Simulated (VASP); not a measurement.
# AlN (I4/mmm) in VASP: a series of runs, part 3 of 3

VASP 6.6.1. The steps go on from the part before.

## Step 6: Electric field gradients, PBE (zz strain of +1 %)

INCAR reads:

```
SYSTEM = AlN
  PREC = Accurate
  ENCUT = 520
  EDIFF = 1E-8
  ISMEAR = -1
  SIGMA = 0.02
  LREAL = .FALSE.
  LASPH = .TRUE.
  NELM = 120
  ALGO = Normal
  ISIF = 2
  LWAVE = .FALSE.
  LCHARG = .FALSE.
  GGA = PE
  LEFG = .TRUE.
  NBANDS = 11
  GGA_COMPAT = .FALSE.
```

KPOINTS reads:

```
Automatic mesh
0
G
  10 10 10
  0 0 0
```

POSCAR reads:

```
AlN
1.0
    0.0000000000      1.9780000000      1.9977800000
    1.9780000000      0.0000000000      1.9977800000
    1.9780000000      1.9780000000      0.0000000000
Al N
1 1
Direct
    0.0000000000      0.0000000000      0.0000000000
    0.5000000000      0.5000000000      0.5000000000
```

Potentials or basis: VASP PAW PBE potentials, release 64 (Al, N).

The run is started by

```
$ cat potpaw_PBE.64/Al/POTCAR potpaw_PBE.64/N/POTCAR > POTCAR
$ mpirun -np 1 vasp_std > vasp.out
```

OUTCAR:

```text
SYSTEM = AlN
   PREC = Accurate
   ENCUT = 520
   EDIFF = 1E-8
   ISMEAR = -1
   LREAL = .FALSE.
   LASPH = .TRUE.
   NELM = 120
   ISIF = 2
   GGA = PE

 ion  position               nearest neighbor table
   1  0.000  0.000  0.000-   2 1.98   2 1.98   2 1.98   2 1.98   2 2.00   2 2.00
   2  0.500  0.500  0.500-   1 1.98   1 1.98   1 1.98   1 1.98   1 2.00   1 2.00

  LATTYP: Found a body centered tetragonal cell.
 ALAT       =     2.7973144264
 C/A-ratio  =     1.4283556980

  Lattice vectors:

 A1 = (  -1.9780000000,   0.0000000000,   1.9977800000)
 A2 = (   1.9780000000,   0.0000000000,   1.9977800000)
 A3 = (   0.0000000000,   1.9780000000,  -1.9977800000)

Analysis of symmetry for initial positions (statically):
=====================================================================
 Subroutine PRICEL returns:
 Original cell was already a primitive cell.

 Routine SETGRP: Setting up the symmetry group for a
[... 527 lines left out ...]
      direct lattice vectors                 reciprocal lattice vectors
     0.000000000  1.978000000  1.997780000    -0.252780586  0.252780586  0.250277808
     1.978000000  0.000000000  1.997780000     0.252780586 -0.252780586  0.250277808
     1.978000000  1.978000000  0.000000000     0.252780586  0.252780586 -0.250277808

 POSITION                                       TOTAL-FORCE (eV/Angst)
 -----------------------------------------------------------------------------------
      0.00000      0.00000      0.00000        -0.000000      0.000000      0.000000
      1.97800      1.97800      1.99778         0.000000     -0.000000     -0.000000
 -----------------------------------------------------------------------------------
    total drift:                               -0.000000     -0.000000      0.000000

  FREE ENERGIE OF THE ION-ELECTRON SYSTEM (eV)
  ---------------------------------------------------
  free  energy   TOTEN  =       -14.4662463726 eV

  energy  without entropy=      -14.4662463726  energy(sigma->0) =      -14.46624637

 Electric field gradients (V/A^2)
---------------------------------------------------------------------
 ion       V_xx      V_yy      V_zz      V_xy      V_xz      V_yz
---------------------------------------------------------------------
   1      -1.994    -1.994     3.987     0.000     0.000     0.000
   2      -0.678    -0.678     1.356     0.000     0.000     0.000
---------------------------------------------------------------------

 Electric field gradients after diagonalization (V/A^2)
 (convention: |V_zz| > |V_xx| > |V_yy|)
----------------------------------------------------------------------
 ion       V_xx      V_yy      V_zz     asymmetry (V_yy - V_xx)/ V_zz
----------------------------------------------------------------------
   1      -1.994    -1.994     3.987       0.000
   2      -0.678    -0.678     1.356       0.000
----------------------------------------------------------------------

           NMR quadrupolar parameters

 Cq : quadrupolar parameter    Cq=e*Q*V_zz/h
 eta: asymmetry parameters     (V_yy - V_xx)/ V_zz
 Q  : nuclear electric quadrupole moment in mb (millibarn)
----------------------------------------------------------------------
 ion       Cq(MHz)       eta       Q (mb)
----------------------------------------------------------------------
   1       0.010       0.000       1.000
   2       0.003       0.000       1.000
----------------------------------------------------------------------
```

stdout:

```text
POSCAR found type information on POSCAR AlN
 POSCAR found :  2 types and       2 ions
 scaLAPACK will be used
 LDA part: xc-table for (Slater+PW92), standard interpolation
 POSCAR, INCAR and KPOINTS ok, starting setup
 FFT: planning ... GRIDC
 FFT: planning ... GRID_SOFT
 FFT: planning ... GRID
 WAVECAR not read
 entering main loop
ion   1

ion   2
```

Run time: 6.5 s. Hardware: 1 thread of Intel Xeon 6975P-C (Granite Rapids), shared host; peak memory 0.14 GiB.

What came out:

| Item | Value |
| --- | --- |
| Free energy | -14.4662 eV |
| Pressure | 21.9 GPa |
| Band gap on the k mesh | 5.08 eV (least direct gap 6.46 eV) |
| Largest electric field gradient by atom | Al +4.0; N +1.4 V/Å² |

Stress tensor (GPa, compression positive):
```
23.17  0.00  0.00
 0.00 23.17  0.00
 0.00  0.00 19.29
```

Electric field gradients, principal values (V/Å²):
| atom | least | middle | greatest (by size) |
| --- | --- | --- | --- |
| 1 Al | -1.994 | -1.994 | 3.987 |
| 2 N | -0.678 | -0.678 | 1.356 |

Caveat: the cell differs from its parent crystal (zz strain of +1 %); the cell stands under pressure; without QUAD_EFG the Cq values of the log hold for a quadrupole moment of 1 mb, not for the nuclei. A k mesh can miss the band edges.

## Step 7: The runs side by side

```csv
cell,gap on the mesh (eV),pressure (GPa)
"a = 2.769, b = 2.769, c = 2.797 Å, angles 59.7, 59.7, 60.7°, 2 atoms",4.96,32.8
"a = 2.756, b = 2.756, c = 2.797 Å, angles 59.5, 59.5, 61.0°, 2 atoms",4.84,37.1
"a = 2.756, b = 2.756, c = 2.713 Å, angles 60.5, 60.5, 59.0°, 2 atoms",4.83,49.6
"a = 2.811, b = 2.811, c = 2.797 Å, angles 60.2, 60.2, 59.7°, 2 atoms",5.08,21.9
```

Alike in all rows: task electric field gradients; level PBE; potentials or basis VASP PAW PBE potentials, release 64 (Al, N); no spin polarisation; k mesh 10 × 10 × 10; cutoff (eV) 520; smearing fermi-dirac 0.02 eV.

Caveats: the cell stands under pressure.

Total energies depend on the potentials used, so only differences within one code and one set of settings carry meaning.
